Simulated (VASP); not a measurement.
## Al3Cu2: single point with r2SCAN

The system is Al3Cu2.

```
Al Cu
1.0
     4.09195    0.00000    0.00000
    -2.04598    3.54373    0.00000
     0.00000    0.00000    4.99278
Al Cu
3 2
Direct
  0.00000 0.00000 0.00000
  0.33333 0.66667 0.34993
  0.66667 0.33333 0.65007
  0.33333 0.66667 0.83951
  0.66667 0.33333 0.16049
```

```
Program                : VASP 6.6.1
Task                   : single point
Functional             : r2SCAN
Potentials or basis    : VASP PAW PBE potentials, release 64 (Al, Cu)
Cutoff                 : 520 eV
k mesh                 : 12 × 12 × 6
Occupations            : gaussian, width 0.1 eV
Spin                   : no spin polarisation
Dipole correction      : no
Further INCAR settings : ALGO = Normal; EDIFF = 1e-06; NBANDS = 24
```

```yaml
Pressure: 0.4 GPa
Largest_force: 0.017 eV/Å
```

Forces on the atoms (eV/Å):
```
Al   0.000  0.000  0.000
Al   0.000  0.000  0.017
Al   0.000  0.000 -0.017
Cu   0.000  0.000  0.017
Cu   0.000  0.000 -0.017
```

Stress tensor (GPa, compression positive):
```
0.49 0.00 0.00
0.00 0.49 0.00
0.00 0.00 0.10
```

Levels at points of the mesh, in eV from the Fermi level:
| k point | band 13 | band 14 | band 15 | band 16 | band 17 | band 18 |
| --- | --- | --- | --- | --- | --- | --- |
| (0.00, 0.00, 0.00) | -3.76 | -0.18 | -0.18 | 1.43 | 1.43 | 2.95 |
| (0.50, 0.00, 0.00) | -3.23 | -3.17 | -2.69 | -0.76 | 0.11 | 0.56 |
| (0.00, 0.00, 0.50) | 1.28 | 1.28 | 1.40 | 1.40 | 1.88 | 2.57 |
| (0.50, 0.00, 0.50) | -4.26 | -3.64 | -1.87 | -0.17 | 0.95 | 1.15 |

Wall time 6.9 min on 1 thread of AMD EPYC 9R45 96-Core Processor (Zen 5), with other jobs on the host, peak memory 0.26 GiB.

Caveat: the PAW data sets were made with another functional, which shifts forces and pressure a little.
